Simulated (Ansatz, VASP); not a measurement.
Ta in VASP and in Ansatz

File POSCAR:

```
Ta
1.0
    2.9572565550      0.0000000000      0.0000000000
   -1.4786282775      2.5610593022      0.0000000000
    0.0000000000      0.0000000000      5.2675992145
Ta
2
Direct
    0.3333333333      0.6666666667      0.2500000000
    0.6666666667      0.3333333333      0.7500000000
```

The input INCAR.step1:

```
  PREC = Accurate
  ENCUT = 520
  EDIFF = 1E-5
  ISMEAR = -1
  SIGMA = 0.05
  LREAL = F
  LASPH = T
  NELM = 100
  ALGO = Normal
  ISIF = 2
  LWAVE = T
  LCHARG = F
  GGA = PE
  NBANDS = 18
```

File INCAR.step2:

```
  PREC = Accurate
  ENCUT = 520
  EDIFF = 1E-6
  ISMEAR = -1
  SIGMA = 0.05
  LREAL = F
  LASPH = T
  NELM = 100
  ALGO = Normal
  ISIF = 2
  LWAVE = F
  LCHARG = F
  GGA = PE
  LHFCALC = T
  HFSCREEN = 0.2079
  PRECFOCK = Normal
  ISTART = 1
  NBANDS = 18
```

KPOINTS

```
regular mesh
0
Gamma
  6 6 4
```

File input:

```
crystal:
  lattice:
    - [2.957256555, 0.0, 0.0]
    - [-1.4786282775, 2.5610593022, 0.0]
    - [0.0, 0.0, 5.2675992145]
  atoms:
    - { symbol: Ta, position: [0.3333333333, 0.6666666667, 0.25] }
    - { symbol: Ta, position: [0.6666666667, 0.3333333333, 0.75] }
hamiltonian:
  xc: hse06
  pseudopotentials: { kind: paw }
kpoints:
  mp_grid: { grid: [6, 6, 4] }
scf:
  occupations: { method: fermi_dirac, width: 0.05 }
output:
  forces: true
  stress: true
  eigenvalues: true
```

Alike in both runs: task single point; functional HSE06; k mesh 6 × 6 × 4; occupations fermi-dirac, width 0.05 eV; no spin polarisation.

|  | VASP | Ansatz |
| --- | --- | --- |
| version | VASP 6.6.1 | Ansatz 0.2.0 |
| potentials or method | VASP PAW PBE potentials, release 64 (Ta_pv) | Ansatz PAW |
| plane-wave cutoff (eV) | 520 | 420 |
| valence electrons in the cell | 22 | 26 |

```tsv
	VASP	Ansatz	Ansatz less VASP
gap on the k mesh at the Fermi level (eV)	none	none	-
pressure (GPa)	-13.4	-12.4	+1.00
traceless stress, the component that is largest in VASP (GPa)	-0.62	-0.94	-0.316
```

A gap of «none» marks a metal or a gap that the smearing closes. With one functional, cell and mesh, what is left measures potentials, basis and numerics. VASP's potentials hold 22 valence electrons a cell and Ansatz's 26, so a difference there can come from the potentials and not from the codes.

The k mesh is coarse, so the values compare programs but aren't converged. Neither program's run includes spin-orbit coupling.
